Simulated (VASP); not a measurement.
Input of a VASP 6.6.1 run:

The input INCAR:

```
PREC = Accurate ; ENCUT = 520
EDIFF = 1E-6 ; ISMEAR = 0
SIGMA = 0.15 ; LREAL = False
LASPH = True ; NELM = 80
ALGO = Normal ; ISIF = 2
LWAVE = False ; LCHARG = False
GGA = PS ; IVDW = 12
NBANDS = 14
```

Contents of KPOINTS:

```
Automatic mesh
0
Gamma
  18 18 18
```

POSCAR

```
Bi
1.0
   -1.9238684612      1.9238684612      1.9238684612
    1.9238684612     -1.9238684612      1.9238684612
    1.9238684612      1.9238684612     -1.9238684612
Bi
1
Direct
    0.0000000000      0.0000000000      0.0000000000
```

Potentials or basis: VASP PAW PBE potentials, release 64 (Bi_d).

Launch:

```bash
$ cat potpaw_PBE.64/Bi_d/POTCAR > POTCAR
$ mpirun -np 1 vasp_std > vasp.out
```

Q: Predict the band gap on the k mesh.

A: Zero (an odd number of electrons rules out a gap without spin polarisation).

Q: Predict the pressure.

A: 0.1 GPa.

Caveat: the PAW data sets were made with another functional, which shifts forces and pressure a little; spin-orbit coupling is left out, which moves the levels of the heavy elements.
